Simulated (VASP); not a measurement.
# CdS (Greenockite) (P6_3mc) in VASP: a series of runs, part 2 of 2

VASP 6.6.1. Earlier steps stand in the parts before.

**4. Single point, PBE**

This run uses another cell than the first one, of 25.41 Å³/atom, 1.177 times its volume.

Contents of INCAR:

```
SYSTEM = CdS
PREC = Accurate
ENCUT = 520
EDIFF = 1E-7
ISMEAR = -1
SIGMA = 0.02
LREAL = .False.
LASPH = .True.
NELM = 80
ALGO = Normal
ISIF = 2
LWAVE = .False.
LCHARG = .False.
GGA = PE
NBANDS = 26
```

Contents of KPOINTS:

```
regular mesh
0
Gamma
  12 12 4
  0 0 0
```

Contents of POSCAR:

```
CdS
1.0
    4.1646212433      0.0000000000      0.0000000000
   -2.0823106217      3.6066677939      0.0000000000
    0.0000000000      0.0000000000      6.7659754197
Cd S
2 2
Direct
    0.3333333333      0.6666666667     -0.0009650884
    0.6666666667      0.3333333333      0.4990349116
    0.3333333333      0.6666666667      0.3759650884
    0.6666666667      0.3333333333      0.8759650884
```

Potentials or basis: VASP PAW PBE potentials, release 64 (Cd, S).

Command:

```console
$ cat potpaw_PBE.64/Cd/POTCAR potpaw_PBE.64/S/POTCAR > POTCAR
$ mpirun -np 1 vasp_std > vasp.out
```

OUTCAR:

```text
SYSTEM = CdS
   PREC = Accurate
   ENCUT = 520
   EDIFF = 1E-7
   ISMEAR = -1
   LREAL = .False.
   LASPH = .True.
   NELM = 80
   ISIF = 2
   GGA = PE

 ion  position               nearest neighbor table
   1  0.333  0.667  0.999-   4 2.54   4 2.54   4 2.54   3 2.55
   2  0.667  0.333  0.499-   3 2.54   3 2.54   3 2.54   4 2.55
   3  0.333  0.667  0.376-   2 2.54   2 2.54   2 2.54   1 2.55
   4  0.667  0.333  0.876-   1 2.54   1 2.54   1 2.54   2 2.55

  LATTYP: Found a hexagonal cell.
 ALAT       =     4.1646212433
 C/A-ratio  =     1.6246316350

  Lattice vectors:

 A1 = (   4.1646212433,   0.0000000000,   0.0000000000)
 A2 = (  -2.0823106217,   3.6066677939,   0.0000000000)
 A3 = (   0.0000000000,   0.0000000000,   6.7659754197)

Analysis of symmetry for initial positions (statically):
=====================================================================
 Subroutine PRICEL returns:
 Original cell was already a primitive cell.

 Routine SETGRP: Setting up the symmetry group for a
 hexagonal supercell.

[... 166 lines left out ...]
  ext. energy  EPLUGINS =         0.00000000
  ---------------------------------------------------
  free energy    TOTEN  =       -12.28376138 eV

  energy without entropy =      -12.28376138  energy(sigma->0) =      -12.28376138

 E-fermi :   1.4981     XC(G=0):  -9.0324

 val. band max:        1.1088164607   @ k =   0.0000   0.0000   0.0000
 cond. band min:       2.2838373401   @ k =   0.0000   0.0000   0.0000
 fundamental gap:      1.1750208794
 Fermi energy:         1.4980797416

 k-point     1 :       0.0000    0.0000    0.0000
  band No.  band energies     occupation
      1     -11.1188      2.00000
      2     -10.7081      2.00000
      3      -6.5128      2.00000
      4      -6.5079      2.00000
      5      -6.5079      2.00000
      6      -6.4284      2.00000
[... 685 lines left out ...]
     25       8.9812      0.00000
     26      10.1463      0.00000

 [... further k-points ...]
[... 5 lines left out ...]
  --------------------------------------------------------------------------------------
  -------------------------------------------------------------------------------------
  Total        1.0652834      1.0652834      1.1164693     -0.0000000      0.0000000      0.0000000
  in kB       16.7943685     16.7943685     17.6013220     -0.0000000      0.0000000      0.0000000
  external PRESSURE =      17.0633530 kB  Pullay stress =       0.0000000 kB

 VOLUME and BASIS-vectors are now :
 -----------------------------------------------------------------------------
  energy-cutoff  :      520.00
  volume of cell :      101.63
      direct lattice vectors                 reciprocal lattice vectors
     4.164621243  0.000000000  0.000000000     0.240117874  0.138632119  0.000000000
    -2.082310622  3.606667794  0.000000000     0.000000000  0.277264239  0.000000000
     0.000000000  0.000000000  6.765975420     0.000000000  0.000000000  0.147798350

 POSITION                                       TOTAL-FORCE (eV/Angst)
 -----------------------------------------------------------------------------------
     -0.00000      2.40445      6.75945         0.000000     -0.000000      0.001011
      2.08231      1.20222      3.37646        -0.000000      0.000000      0.001011
     -0.00000      2.40445      2.54377         0.000000      0.000000     -0.001011
      2.08231      1.20222      5.92676        -0.000000     -0.000000     -0.001011
 -----------------------------------------------------------------------------------
    total drift:                               -0.000000     -0.000000     -0.001049

  FREE ENERGIE OF THE ION-ELECTRON SYSTEM (eV)
  ---------------------------------------------------
  free  energy   TOTEN  =       -12.2837613793 eV

  energy  without entropy=      -12.2837613793  energy(sigma->0) =      -12.28376138
```

stdout:

```text
POSCAR found type information on POSCAR CdS
 POSCAR found :  2 types and       4 ions
 scaLAPACK will be used
 LDA part: xc-table for (Slater+PW92), standard interpolation
 POSCAR, INCAR and KPOINTS ok, starting setup
 FFT: planning ... GRIDC
 FFT: planning ... GRID_SOFT
 FFT: planning ... GRID
 WAVECAR not read
 entering main loop
```

It took 70 s on 1 thread of Intel Xeon 6975P-C (Granite Rapids), shared host; peak memory 0.28 GiB.

What came out:

| Quantity | Value |
| --- | --- |
| Free energy | -12.2838 eV |
| Pressure | 1.7 GPa |
| Band gap on the k mesh | 1.18 eV, direct |

**5. Single point, r2SCAN (strain -5.3%)**

Contents of POSCAR:

```
CdS
1.0
    3.9447292417      0.0000000000      0.0000000000
   -1.9723646208      3.4162357343      0.0000000000
    0.0000000000      0.0000000000      6.4087319175
Cd S
2 2
Direct
    0.3333333333      0.6666666667     -0.0008370611
    0.6666666667      0.3333333333      0.4991629389
    0.3333333333      0.6666666667      0.3758370611
    0.6666666667      0.3333333333      0.8758370611
```

Contents of INCAR.step1:

```
PREC = Accurate
ENCUT = 520
ISMEAR = 0
SIGMA = 0.01
LREAL = F
LASPH = T
NELM = 100
NBANDS = 26
GGA = PE
ALGO = Normal
EDIFF = 1E-4
LWAVE = T
LCHARG = F
```

Contents of INCAR.step2:

```
PREC = Accurate
ENCUT = 520
EDIFF = 1E-6
ISMEAR = 0
SIGMA = 0.01
LREAL = F
LASPH = T
NELM = 100
ALGO = Normal
ISIF = 2
LWAVE = F
LCHARG = T
METAGGA = R2SCAN
LMIXTAU = T
LELF = T
LVHAR = T
NBANDS = 26
ISTART = 1
```

Contents of KPOINTS:

```
Automatic mesh
0
Gamma
  12 12 4
```

Command:

```console
$ cat potpaw_PBE.64/Cd/POTCAR potpaw_PBE.64/S/POTCAR > POTCAR
$ cp INCAR.step1 INCAR
$ mpirun -np 1 vasp_std > vasp.out
$ cp INCAR.step2 INCAR
$ mpirun -np 1 vasp_std > vasp.out
```

Run time: 4.1 min. Hardware: 1 thread of Intel Xeon 6975P-C (Granite Rapids), shared host; peak memory 0.27 GiB.

Results (log left out):

| Item | Value |
| --- | --- |
| Free energy | -58.7601 eV |
| Pressure | 14.7 GPa |
| Band gap on the k mesh | 2.01 eV, direct |

Stress tensor (GPa, compression positive):
```
14.65  0.00  0.00
 0.00 14.65  0.00
 0.00  0.00 14.86
```

Levels at points of the mesh, in eV from the valence-band top:
```
           k point  band 15  band 16  band 17  band 18  band 19  band 20  band 21  band 22
(0.00, 0.00, 0.00)    -1.01    -0.07     0.00     0.00     2.01     3.41     6.90     6.90
(0.50, 0.00, 0.00)    -3.41    -2.50    -1.72    -1.01     4.17     4.47     5.32     7.45
(0.00, 0.00, 0.50)    -0.52    -0.52    -0.52    -0.52     3.60     3.60     6.80     6.80
(0.50, 0.00, 0.50)    -1.79    -1.79    -1.73    -1.73     3.88     3.88     5.83     5.83
```

Caveat: the cell differs from its parent crystal (strain -5.3%); the PAW data sets were made with another functional, which shifts forces and pressure a little. A k mesh can miss the band edges.

**6. Single point, r2SCAN (biaxial xy strain -1.3%)**

Contents of POSCAR:

```
CdS
1.0
    4.1121470157      0.0000000000      0.0000000000
   -2.0560735078      3.5612237797      0.0000000000
    0.0000000000      0.0000000000      6.7659754197
Cd S
2 2
Direct
    0.3333333333      0.6666666667      0.0005890635
    0.6666666667      0.3333333333      0.5005890635
    0.3333333333      0.6666666667      0.3744109365
    0.6666666667      0.3333333333      0.8744109365
```

Contents of INCAR.step1:

```
SYSTEM = CdS
PREC = Accurate
ENCUT = 520
ISMEAR = 0
SIGMA = 0.01
LREAL = .FALSE.
LASPH = .TRUE.
NELM = 80
NBANDS = 26
GGA = PE
ALGO = Normal
EDIFF = 1E-4
LWAVE = .TRUE.
LCHARG = .FALSE.
```

Contents of INCAR.step2:

```
SYSTEM = CdS
PREC = Accurate
ENCUT = 520
EDIFF = 1E-7
ISMEAR = 0
SIGMA = 0.01
LREAL = .FALSE.
LASPH = .TRUE.
NELM = 80
ALGO = Normal
ISIF = 2
LWAVE = .FALSE.
LCHARG = .FALSE.
METAGGA = R2SCAN
LMIXTAU = .TRUE.
NBANDS = 26
ISTART = 1
```

Contents of KPOINTS:

```
Automatic mesh
0
G
  12 12 4
  0 0 0
```

Potentials or basis: VASP PAW PBE potentials, release 64 (Cd, S).

Command:

```console
$ cat potpaw_PBE.64/Cd/POTCAR potpaw_PBE.64/S/POTCAR > POTCAR
$ cp INCAR.step1 INCAR
$ mpirun -np 1 vasp_std > vasp.out
$ cp INCAR.step2 INCAR
$ mpirun -np 1 vasp_std > vasp.out
```

It took 3.8 min on 1 thread of Intel Xeon 6975P-C (Granite Rapids), shared host; peak memory 0.3 GiB.

Results (log left out):

```
Free energy            : -59.3634 eV
Pressure               : 1.9 GPa
Band gap on the k mesh : 1.66 eV, direct
```

Stress tensor (GPa, compression positive):
```
2.12 0.00 0.00
0.00 2.12 0.00
0.00 0.00 1.56
```

Levels at points of the mesh, in eV from the valence-band top:
```
           k point  band 15  band 16  band 17  band 18  band 19  band 20  band 21  band 22
(0.00, 0.00, 0.00)    -0.77    -0.09     0.00     0.00     1.66     3.34     7.03     7.03
(0.50, 0.00, 0.00)    -2.75    -1.92    -1.37    -0.77     4.18     4.30     5.35     6.85
(0.00, 0.00, 0.50)    -0.40    -0.40    -0.40    -0.40     3.34     3.34     6.61     6.61
(0.50, 0.00, 0.50)    -1.42    -1.42    -1.38    -1.38     3.84     3.84     5.80     5.80
```

Caveat: the cell differs from its parent crystal (biaxial xy strain -1.3%); the PAW data sets were made with another functional, which shifts forces and pressure a little. A k mesh can miss the band edges.

**7. Single point, r2SCAN**

This run uses another cell than the first one, of 25.41 Å³/atom, 1.177 times its volume.

Contents of POSCAR:

```
CdS
1.0
    4.1646212433      0.0000000000      0.0000000000
   -2.0823106217      3.6066677939      0.0000000000
    0.0000000000      0.0000000000      6.7659754197
Cd S
2 2
Direct
    0.3333333333      0.6666666667     -0.0009650884
    0.6666666667      0.3333333333      0.4990349116
    0.3333333333      0.6666666667      0.3759650884
    0.6666666667      0.3333333333      0.8759650884
```

Contents of INCAR.step1:

```
SYSTEM = CdS
  PREC = Accurate
  ENCUT = 520
  ISMEAR = 0
  SIGMA = 0.01
  LREAL = .FALSE.
  LASPH = .TRUE.
  NELM = 80
  NBANDS = 26
  GGA = PE
  ALGO = Normal
  EDIFF = 1E-4
  LWAVE = .TRUE.
  LCHARG = .FALSE.
```

Contents of INCAR.step2:

```
SYSTEM = CdS
  PREC = Accurate
  ENCUT = 520
  EDIFF = 1E-6
  ISMEAR = 0
  SIGMA = 0.01
  LREAL = .FALSE.
  LASPH = .TRUE.
  NELM = 80
  ALGO = Normal
  ISIF = 2
  LWAVE = .FALSE.
  LCHARG = .FALSE.
  METAGGA = R2SCAN
  LMIXTAU = .TRUE.
  NBANDS = 26
  ISTART = 1
```

KPOINTS is that of step 6.

Command:

```console
$ cat potpaw_PBE.64/Cd/POTCAR potpaw_PBE.64/S/POTCAR > POTCAR
$ cp INCAR.step1 INCAR
$ mpirun -np 1 vasp_std > vasp.out
$ cp INCAR.step2 INCAR
$ mpirun -np 1 vasp_std > vasp.out
```

Wall time 3.1 min (1 thread of Intel Xeon 6975P-C (Granite Rapids), shared host); peak memory 0.31 GiB.

Results (log left out):

| Property | Result |
| --- | --- |
| Free energy | -59.3826 eV |
| Pressure | 0.3 GPa |
| Band gap on the k mesh | 1.63 eV, direct |

Levels at points of the mesh, in eV from the valence-band top:
| k point | band 14 | band 15 | band 16 | band 17 | band 18 | band 19 | band 20 | band 21 | band 22 | band 23 |
| --- | --- | --- | --- | --- | --- | --- | --- | --- | --- | --- |
| (0.00, 0.00, 0.00) | -0.74 | -0.74 | -0.04 | 0.00 | 0.00 | 1.63 | 3.22 | 6.99 | 6.99 | 7.33 |
| (0.50, 0.00, 0.00) | -3.45 | -2.60 | -1.85 | -1.26 | -0.74 | 4.15 | 4.25 | 5.43 | 6.84 | 7.51 |
| (0.00, 0.00, 0.50) | -2.41 | -0.38 | -0.38 | -0.38 | -0.38 | 3.26 | 3.26 | 6.62 | 6.62 | 7.33 |
| (0.50, 0.00, 0.50) | -4.07 | -1.33 | -1.33 | -1.30 | -1.30 | 3.87 | 3.87 | 5.79 | 5.79 | 8.34 |

Caveat: the PAW data sets were made with another functional, which shifts forces and pressure a little.

**8. Overview**

```tsv
level	cell	smearing	gap on the mesh (eV)	pressure (GPa)
PBE	a = 3.945, b = 3.945, c = 6.409 Å, angles 90.0, 90.0, 120.0°, 4 atoms	fermi-dirac 0.02 eV	1.54	15.9
PBE	a = 4.112, b = 4.112, c = 6.766 Å, angles 90.0, 90.0, 120.0°, 4 atoms	fermi-dirac 0.02 eV	1.21	3.3
PBE	a = 4.165, b = 4.165, c = 6.766 Å, angles 90.0, 90.0, 120.0°, 4 atoms	fermi-dirac 0.02 eV	1.18	1.7
r2SCAN	a = 3.945, b = 3.945, c = 6.409 Å, angles 90.0, 90.0, 120.0°, 4 atoms	gaussian 0.01 eV	2.01	14.7
r2SCAN	a = 4.112, b = 4.112, c = 6.766 Å, angles 90.0, 90.0, 120.0°, 4 atoms	gaussian 0.01 eV	1.66	1.9
r2SCAN	a = 4.165, b = 4.165, c = 6.766 Å, angles 90.0, 90.0, 120.0°, 4 atoms	gaussian 0.01 eV	1.63	0.3
```

Alike in all rows: task single point; potentials or basis VASP PAW PBE potentials, release 64 (Cd, S); no spin polarisation; k mesh 12 × 12 × 4; cutoff (eV) 520.

Caveats: the PAW data sets were made with another functional, which shifts forces and pressure a little (some runs).

Total energies depend on the potentials used, so only differences within one code and one set of settings carry meaning.

**9. How close it comes**

Step 4. A measured gap of CdS is 2.5809 eV (quoted in “Isotope dependence of band-gap energy”, 2008, arxiv:0807.2152); the calculated 1.18 eV misses it by -1.41 eV. So large a miss can be the level of theory's own, or it may mean another phase, state or a wrong row. Spin-orbit coupling on Cd is left out. The value is that of PBE on a finite k mesh, which can miss the band edges, without temperature or zero-point motion. Semilocal functionals fall short of measured gaps as a rule.

Step 7. Against the measured gap of CdS, 2.5809 eV (quoted in “Isotope dependence of band-gap energy”, 2008, arxiv:0807.2152), the calculated 1.63 eV is off by -0.95 eV. Spin-orbit coupling on Cd is left out. The value is that of r2SCAN on a finite k mesh, which can miss the band edges, without temperature or zero-point motion.
